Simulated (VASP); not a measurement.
# Mg2C (I4/mmm) in VASP: further runs

Mg2C is run at these levels: PBE, HSE06; tasks: single point.

Program: VASP 6.6.1. These are calculated values, not measurements. Logs are shortened: lines on timing, memory, paths and dates and some standing lists are left out, and cuts for length are marked.

### 1 The cell of the first run

Symmetry: I4/mmm, No. 139, tetragonal system. Conventional cell: a = 3.765 Å, b = 3.765 Å, c = 5.422 Å, α = 90.00°, β = 90.00°, γ = 90.00°. Within 3.1 Å of C (site symmetry 4/mmm) lie 8 Mg at 2.32 Å. Mg (site symmetry -4m2) has 4 C at 2.32 Å and 6 Mg at 2.66 to 2.71 Å within 3.1 Å.

### 2 Single point, PBE (epitaxial xy strain -1.8%)

File INCAR:

```
ALGO = Normal ; EDIFF = 1E-6
ENCUT = 750 ; GGA = PE
GGA_COMPAT = False ; ISIF = 2
ISMEAR = -1 ; LASPH = True
LCHARG = False ; LREAL = False
LWAVE = False ; NBANDS = 19
NELM = 120 ; PREC = Accurate
SIGMA = 0.02
```

File KPOINTS:

```
k-points
0
Gamma
  8 8 8
```

File POSCAR:

```
Mg2C
1.0
    0.0000000000      2.6624167453      2.7109105964
    2.6624167453      0.0000000000      2.7109105964
    2.6624167453      2.6624167453      0.0000000000
C Mg
1 2
Direct
    0.0000000000      0.0000000000      0.0000000000
    0.2500000000      0.2500000000      0.2500000000
    0.7500000000      0.7500000000      0.7500000000
```

Potentials or basis: VASP PAW PBE potentials, release 64 (C, Mg_sv).

Run with:

```bash
cat potpaw_PBE.64/C/POTCAR potpaw_PBE.64/Mg_sv/POTCAR > POTCAR
mpirun -np 1 vasp_std > vasp.out
```

OUTCAR:

```text
EDIFF = 1E-6
   ENCUT = 750
   GGA = PE
   ISIF = 2
   ISMEAR = -1
   LASPH = True
   LREAL = False
   NELM = 120
   PREC = Accurate

 ion  position               nearest neighbor table
   1  0.000  0.000  0.000-
   2  0.250  0.250  0.250-
   3  0.750  0.750  0.750-

  LATTYP: Found a body centered tetragonal cell.
 ALAT       =     3.7652258699
 C/A-ratio  =     1.4399723629

  Lattice vectors:

 A1 = (  -2.6624167453,   0.0000000000,   2.7109105964)
 A2 = (   2.6624167453,   0.0000000000,   2.7109105964)
 A3 = (   0.0000000000,   2.6624167453,  -2.7109105964)

Analysis of symmetry for initial positions (statically):
=====================================================================
 Subroutine PRICEL returns:
 Original cell was already a primitive cell.

 Routine SETGRP: Setting up the symmetry group for a
 body centered tetragonal supercell.

 Subroutine GETGRP returns: Found 16 space group operations
 (whereof 16 operations were pure point group operations)
 out of a pool of 16 trial point group operations.

The static configuration has the point symmetry D_4h.

Analysis of symmetry for dynamics (positions and initial velocities):
=====================================================================
 Subroutine PRICEL returns:
 Original cell was already a primitive cell.

 Routine SETGRP: Setting up the symmetry group for a
 body centered tetragonal supercell.

 Subroutine GETGRP returns: Found 16 space group operations
 (whereof 16 operations were pure point group operations)
 out of a pool of 16 trial point group operations.

The dynamic configuration has the point symmetry D_4h.

 Subroutine INISYM returns: Found 16 space group operations
 (whereof 16 operations are pure point group operations),
 and found     1 'primitive' translations

----------------------------------------------------------------------------------------

                                     Primitive cell

  volume of cell :      38.4324

  direct lattice vectors                    reciprocal lattice vectors
     0.000000000  2.662416745  2.710910596    -0.187799300  0.187799300  0.184439871
     2.662416745  0.000000000  2.710910596     0.187799300 -0.187799300  0.184439871
     2.662416745  2.662416745  0.000000000     0.187799300  0.187799300 -0.184439871

  length of vectors
     3.799670931  3.799670931  3.765225870     0.323349996  0.323349996  0.323349996

  position of ions in fractional coordinates (direct lattice)
     0.000000000  0.000000000  0.000000000
     0.250000000  0.250000000  0.250000000
     0.750000000  0.750000000  0.750000000

  ion indices of the primitive-cell ions
   primitive index   ion index
                 1           1
                 2           2
                 3           3

----------------------------------------------------------------------------------------

 KPOINTS: k-points

Automatic generation of k-mesh.
 Grid dimensions read from file:
 generate k-points for:    8    8    8

 Generating k-lattice:

  Cartesian coordinates                     Fractional coordinates (reciprocal lattice)
    -0.023474912  0.023474912  0.023054984     0.125000000  0.000000000  0.000000000
     0.023474912 -0.023474912  0.023054984     0.000000000  0.125000000  0.000000000
     0.023474912  0.023474912 -0.023054984     0.000000000  0.000000000  0.125000000

  Length of vectors
     0.040418749  0.040418749  0.040418749

  Shift w.r.t. Gamma in fractional coordinates (k-lattice)
     0.000000000  0.000000000  0.000000000

 Subroutine IBZKPT returns following result:
 ===========================================

 Found     59 irreducible k-points:

 Following reciprocal coordinates:
            Coordinates               Weight
  0.000000  0.000000  0.000000      1.000000
  0.125000  0.000000  0.000000      8.000000
  0.250000  0.000000  0.000000      8.000000
  0.375000 -0.000000  0.000000      8.000000
  0.500000  0.000000  0.000000      4.000000
  0.125000  0.125000  0.000000      2.000000
[... 16 lines left out ...]
  0.250000  0.000000  0.125000     16.000000
  0.375000 -0.000000  0.125000     16.000000
 [... further k-points ...]
   k-points           NKPTS =     59   k-points in BZ     NKDIM =     59   number of bands    NBANDS=     19
   number of dos      NEDOS =    301   number of ions     NIONS =      3
   total plane-waves  NPLWV =  46656
   dimension x,y,z NGX =    36 NGY =   36 NGZ =   36
   dimension x,y,z NGXF=    72 NGYF=   72 NGZF=   72
   ions per type =               1   2
   NGX,Y,Z   is equivalent  to a cutoff of  15.75, 15.75, 15.90 a.u.
   NGXF,Y,Z  is equivalent  to a cutoff of  31.50, 31.50, 31.79 a.u.
 SYSTEM =  unknown system
   PREC   = accura    normal or accurate (medium, high low for compatibility)
   ISTART =      0    job   : 0-new  1-cont  2-samecut
   ICHARG =      2    charge: 1-file 2-atom 10-const
   ISPIN  =      1    spin polarized calculation?
   LNONCOLLINEAR =      F non collinear calculations
   LSORBIT =      F    spin-orbit coupling
   LASPH  =      T    aspherical Exc in radial PAW
   ENCUT  =  750.0 eV  55.12 Ry    7.42 a.u.   8.48  8.48  8.41*2*pi/ulx,y,z
   NELM   =    120;   NELMIN=  2; NELMDL= -5     # of ELM steps
   EDIFF  = 0.1E-05   stopping-criterion for ELM
   LREAL  =      F    real-space projection
[... 7 lines left out ...]
   TEBEG  =    0.0;   TEEND  =   0.0 temperature during run
   PSTRESS=    0.0 pullay stress
   NELECT =      24.0000    total number of electrons
   NUPDOWN=      -1.0000    fix difference up-down
   EMIN   =  10.00;   EMAX   =-10.00  energy-range for DOS
   EFERMI =   0.00;   METHOD = LEGACY
   ISMEAR =    -1;   SIGMA  =   0.02  broadening in eV -4-tet -1-fermi 0-gaus
   EFERMI_NEDOS =   21; number of points for ismear=-14 and -15
   IALGO  =     38    algorithm
   IMIX   =      4    mixing-type and parameters
     AMIX     =   0.40;   BMIX     =  1.00
     AMIX_MAG =   1.60;   BMIX_MAG =  1.00
  volume/ion in A,a.u.               =      12.81        86.45
  Fermi-wavevector in a.u.,A,eV,Ry     =   1.399306  2.644306 26.641002  1.958058
  Thomas-Fermi vector in A             =   2.522379
   LORBIT       =      0    0 simple, 1 ext, 2 COOP (PROOUT), +10 PAW based schemes
   GGA     = PE    functional components
   LHFCALC =     F    Hartree Fock is set to
   AEXX    =    0.0000 exact exchange contribution
   IVDW    =     0    specifies the selected vdW correction
   LEPSILON=     F    determine dielectric tensor
   LRPA    =     F    only Hartree local field effects (RPA)
 non-spin polarized calculation
  energy-cutoff  :      750.00
  volume of cell :       38.43
 maximum number of plane-waves:      1824
 NGX is ok and might be reduce to    36
   NGX = 17   NGY = 17   NGZ = 17

 number of electron      23.9999995 magnetization

 Free energy of the ion-electron system (eV)
  ---------------------------------------------------
  ext. energy  EPLUGINS =         0.00000000
  ---------------------------------------------------
  free energy    TOTEN  =       -11.42948531 eV

  energy without entropy =      -11.42948531  energy(sigma->0) =      -11.42948531

 E-fermi :   4.0805     XC(G=0): -10.3808

 val. band max:        3.7236247423   @ k =   0.0000   0.0000   0.0000
 cond. band min:       4.4205918586   @ k =   0.5000   0.0000   0.5000
 fundamental gap:      0.6969671164
 Fermi energy:         4.0804905277

 k-point     1 :       0.0000    0.0000    0.0000
  band No.  band energies     occupation
      1     -70.7951      2.00000
      2     -70.7626      2.00000
      3     -37.5931      2.00000
      4     -37.5931      2.00000
      5     -37.5687      2.00000
      6     -37.5010      2.00000
[... 11 lines left out ...]
     18      13.6938      0.00000
     19      14.2404      0.00000

 k-point     2 :       0.1250    0.0000    0.0000
  band No.  band energies     occupation
      1     -70.7939      2.00000
      2     -70.7638      2.00000
      3     -37.5899      2.00000
      4     -37.5897      2.00000
      5     -37.5664      2.00000
      6     -37.5051      2.00000
[... 11 lines left out ...]
     18      12.6276      0.00000
     19      14.2926      0.00000

 k-point     3 :       0.2500    0.0000    0.0000
  band No.  band energies     occupation
      1     -70.7902      2.00000
      2     -70.7673      2.00000
      3     -37.5816      2.00000
      4     -37.5800      2.00000
      5     -37.5594      2.00000
      6     -37.5167      2.00000
[... 11 lines left out ...]
     18      12.7430      0.00000
     19      14.1235      0.00000

 k-point     4 :       0.3750   -0.0000    0.0000
  band No.  band energies     occupation
      1     -70.7849      2.00000
      2     -70.7725      2.00000
      3     -37.5683      2.00000
      4     -37.5654      2.00000
      5     -37.5487      2.00000
      6     -37.5332      2.00000
[... 11 lines left out ...]
     18      14.2916      0.00000
     19      14.8590      0.00000

 k-point     5 :       0.5000    0.0000    0.0000
  band No.  band energies     occupation
      1     -70.7785      2.00000
      2     -70.7785      2.00000
      3     -37.5520      2.00000
      4     -37.5507      2.00000
      5     -37.5483      2.00000
      6     -37.5474      2.00000
[... 11 lines left out ...]
     18      15.4530      0.00000
     19      15.7240      0.00000
[... 334 lines left out ...]
      2     -70.7715      2.00000
      3     -37.6058      2.00000
      4     -37.6058      2.00000
      5     -37.6002      2.00000
      6     -37.4919      2.00000
[... 11 lines left out ...]
     18      17.3167      0.00000
     19      17.9839      0.00000

 k-point    22 :       0.1250    0.0000    0.1250
  band No.  band energies     occupation
      1     -70.7933      2.00000
      2     -70.7642      2.00000
      3     -37.5952      2.00000
      4     -37.5767      2.00000
      5     -37.5709      2.00000
      6     -37.5188      2.00000
[... 11 lines left out ...]
     18      13.7447      0.00000
     19      14.8922      0.00000

 k-point    23 :       0.2500    0.0000    0.1250
  band No.  band energies     occupation
      1     -70.7906      2.00000
      2     -70.7669      2.00000
      3     -37.5940      2.00000
      4     -37.5704      2.00000
      5     -37.5599      2.00000
      6     -37.5377      2.00000
[... 11 lines left out ...]
     18      13.8054      0.00000
     19      15.1224      0.00000

 k-point    24 :       0.3750   -0.0000    0.1250
  band No.  band energies     occupation
      1     -70.7860      2.00000
      2     -70.7713      2.00000
      3     -37.5861      2.00000
      4     -37.5647      2.00000
      5     -37.5582      2.00000
      6     -37.5410      2.00000
[... 11 lines left out ...]
     18      14.9413      0.00000
     19      15.5064      0.00000

 [... further k-points ...]

------------------------ aborting loop because EDIFF is reached ----------------------------------------

  FORCE on cell =-STRESS in cart. coord.  units (eV):
  Direction    XX          YY          ZZ          XY          YZ          ZX
  --------------------------------------------------------------------------------------
  -------------------------------------------------------------------------------------
  Total        1.6691308      1.6691308      0.3623179      0.0000000     -0.0000000      0.0000000
  in kB       69.5830887     69.5830887     15.1043869      0.0000000     -0.0000000      0.0000000
  external PRESSURE =      51.4235215 kB  Pullay stress =       0.0000000 kB

 VOLUME and BASIS-vectors are now :
 -----------------------------------------------------------------------------
  energy-cutoff  :      750.00
  volume of cell :       38.43
      direct lattice vectors                 reciprocal lattice vectors
     0.000000000  2.662416745  2.710910596    -0.187799300  0.187799300  0.184439871
     2.662416745  0.000000000  2.710910596     0.187799300 -0.187799300  0.184439871
     2.662416745  2.662416745  0.000000000     0.187799300  0.187799300 -0.184439871

 POSITION                                       TOTAL-FORCE (eV/Angst)
 -----------------------------------------------------------------------------------
      0.00000      0.00000      0.00000        -0.000000     -0.000000      0.000000
      1.33121      1.33121      1.35546         0.000000      0.000000     -0.000000
      3.99363      3.99363      4.06637        -0.000000     -0.000000      0.000000
 -----------------------------------------------------------------------------------
    total drift:                                0.000000      0.000000      0.000000

  FREE ENERGIE OF THE ION-ELECTRON SYSTEM (eV)
  ---------------------------------------------------
  free  energy   TOTEN  =       -11.4294853061 eV

  energy  without entropy=      -11.4294853059  energy(sigma->0) =      -11.42948531
```

It took 27 s on 1 thread of Intel Xeon 6975P-C (Granite Rapids), shared host; peak memory 0.23 GiB.

What came out:

| Quantity | Value |
| --- | --- |
| Free energy | -11.4295 eV |
| Pressure | 5.1 GPa |
| Band gap on the k mesh | 0.70 eV (least direct gap 1.70 eV) |

Levels at points of the mesh, in eV from the valence-band top:
```
           k point  band 10  band 11  band 12  band 13  band 14  band 15
(0.00, 0.00, 0.00)    -0.08     0.00     0.00     1.70     6.77     6.77
(0.50, 0.00, 0.00)    -4.85    -0.51    -0.38     3.69     5.65     5.83
(0.50, 0.50, 0.00)    -4.23    -1.48    -1.48     0.76     4.49     9.18
(0.50, 0.00, 0.50)    -4.06    -1.62    -1.58     0.70     4.24     9.37
```

Caveat: the cell differs from its parent crystal (epitaxial xy strain -1.8%); the cell stands under pressure.

### 3 Single point, HSE06 (epitaxial xy strain -1.8%)

POSCAR is that of step 2.

File INCAR.step1:

```
SYSTEM = Mg2C
PREC     = Accurate       ! precision mode
ENCUT    = 520            ! plane-wave cutoff, eV
EDIFF    = 1E-5           ! SCF threshold, eV
ISMEAR   = 0              ! smearing method
SIGMA    = 0.01           ! smearing width, eV
LREAL    = .FALSE.        ! projectors in reciprocal space
LASPH    = .TRUE.         ! aspherical terms in the spheres
NELM     = 80             ! most SCF steps
ALGO     = Normal         ! electronic algorithm
ISIF     = 2              ! what is computed and relaxed
LWAVE    = .TRUE.         ! write WAVECAR
LCHARG   = .FALSE.        ! write CHGCAR
GGA      = PE             ! functional
NBANDS   = 11             ! bands
```

File INCAR.step2:

```
SYSTEM = Mg2C
PREC     = Accurate       ! precision mode
ENCUT    = 520            ! plane-wave cutoff, eV
EDIFF    = 1E-6           ! SCF threshold, eV
ISMEAR   = 0              ! smearing method
SIGMA    = 0.01           ! smearing width, eV
LREAL    = .FALSE.        ! projectors in reciprocal space
LASPH    = .TRUE.         ! aspherical terms in the spheres
NELM     = 80             ! most SCF steps
ALGO     = Normal         ! electronic algorithm
ISIF     = 2              ! what is computed and relaxed
LWAVE    = .FALSE.        ! write WAVECAR
LCHARG   = .FALSE.        ! write CHGCAR
GGA      = PE             ! functional
LHFCALC  = .TRUE.         ! exact exchange
HFSCREEN = 0.2079         ! screening, 1/A
PRECFOCK = Normal       
ISTART   = 1            
NBANDS   = 11             ! bands
```

File KPOINTS:

```
regular mesh
0
G
  6 6 6
  0 0 0
```

Potentials or basis: VASP PAW PBE potentials, release 64 (C, Mg).

Run with:

```bash
cat potpaw_PBE.64/C/POTCAR potpaw_PBE.64/Mg/POTCAR > POTCAR
cp INCAR.step1 INCAR
mpirun -np 1 vasp_std > vasp.out
cp INCAR.step2 INCAR
mpirun -np 1 vasp_std > vasp.out
```

Run time: 24 min. Hardware: 1 thread of Intel Xeon Platinum 8259CL at 2.50GHz (Skylake/Cascade Lake), shared host; peak memory 0.29 GiB.

Results (log left out):

```yaml
Free_energy: -12.9364 eV
Pressure: 3.2 GPa
Band_gap_on_the_k_mesh: 1.36 eV (least direct gap 2.54 eV)
```

Stress tensor (GPa, compression positive):
```
 5.16  0.00  0.00
 0.00  5.16  0.00
 0.00  0.00 -0.58
```

Levels at points of the mesh, in eV from the valence-band top:
| k point | band 2 | band 3 | band 4 | band 5 | band 6 | band 7 |
| --- | --- | --- | --- | --- | --- | --- |
| (0.00, 0.00, 0.00) | -0.08 | 0.00 | 0.00 | 2.54 | 7.83 | 7.83 |
| (0.50, 0.00, 0.00) | -5.35 | -0.56 | -0.42 | 4.65 | 6.63 | 6.83 |
| (0.50, 0.50, 0.00) | -4.66 | -1.66 | -1.66 | 1.43 | 5.43 | 10.76 |
| (0.50, 0.00, 0.50) | -4.48 | -1.81 | -1.77 | 1.36 | 5.17 | 10.80 |

Caveat: the cell differs from its parent crystal (epitaxial xy strain -1.8%); the cell stands under pressure; the PAW data sets were made with another functional, which shifts forces and pressure a little. A k mesh can miss the band edges.
